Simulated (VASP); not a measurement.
BP:

```
B P
1.0
     0.00000    2.26832    2.22295
     2.26832    0.00000    2.22295
     2.26832    2.26832    0.00000
B P
1 1
Cartesian
  0.0000 0.0000 0.0000
  1.1342 1.1342 1.1115
```

This cell differs from its parent crystal: uniaxial z strain -2.0%.

Base run:

| Quantity | Value |
| --- | --- |
| Program | VASP 6.6.1 |
| Functional | PBE |
| Potentials or basis | VASP PAW PBE potentials, release 64 (B, P) |
| Cutoff | 520 eV |
| k mesh | 6 × 6 × 6 |
| Occupations | gaussian, width 0.01 eV |
| Spin | no spin polarisation |

Its results: band gap on the k mesh 1.01 eV, indirect (least direct gap 3.23 eV); pressure 4.7 GPa.

Q: After a change of settings the same cell gave: band gap on the k mesh 1.73 eV, indirect (least direct gap 4.16 eV); pressure 1.6 GPa. Which change was it?
A. functional from PBE to r2SCAN; k mesh from 6 × 6 × 6 to 10 × 10 × 10
B. k mesh from 6 × 6 × 6 to 10 × 10 × 10; occupations from gaussian, width 0.01 eV to fermi-dirac, width 0.02 eV
C. functional from PBE to HSE06

A: C.

HSE06 gives the wider gap, since exact exchange removes part of the self-interaction.

Caveats: the PAW data sets were made with another functional, which shifts forces and pressure a little (some runs).
